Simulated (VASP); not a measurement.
Input of a VASP 6.6.1 run:

The input POSCAR:

```
MgO
1.0
    2.9803846610      0.0000000000      0.0000000000
   -1.4901923305      2.5810888295      0.0000000000
    0.0000000000      0.0000000000      5.1919721355
Mg O
2 2
Direct
    0.0000000000      0.0000000000      0.0000000000
    0.0000000000      0.0000000000      0.5000000000
    0.3333333333      0.6666666667      0.2500000000
    0.6666666667      0.3333333333      0.7500000000
```

INCAR.step1

```
SYSTEM = MgO
PREC = Accurate
ENCUT = 520
ISMEAR = 0
SIGMA = 0.01
LREAL = .False.
LASPH = .True.
NELM = 60
NBANDS = 16
GGA = PE
ALGO = Normal
EDIFF = 1E-4
LWAVE = .True.
LCHARG = .False.
```

File INCAR.step2:

```
SYSTEM = MgO
PREC = Accurate
ENCUT = 520
EDIFF = 1E-7
ISMEAR = 0
SIGMA = 0.01
LREAL = .False.
LASPH = .True.
NELM = 60
ALGO = Normal
ISIF = 2
LWAVE = .False.
LCHARG = .False.
METAGGA = R2SCAN
LMIXTAU = .True.
NBANDS = 16
ISTART = 1
```

KPOINTS

```
regular mesh
0
Gamma
  9 9 4
  0 0 0
```

Potentials or basis: VASP PAW PBE potentials, release 64 (Mg, O).

Run with:

```sh
$ cat potpaw_PBE.64/Mg/POTCAR potpaw_PBE.64/O/POTCAR > POTCAR
$ cp INCAR.step1 INCAR
$ mpirun -np 1 vasp_std > vasp.out
$ cp INCAR.step2 INCAR
$ mpirun -np 1 vasp_std > vasp.out
```

(1) Estimate the pressure.

(2) Predict the band gap on the k mesh.

## Answers

(1) -9.4 GPa.

(2) 4.76 eV, direct.

Caveat: the PAW data sets were made with another functional, which shifts forces and pressure a little.
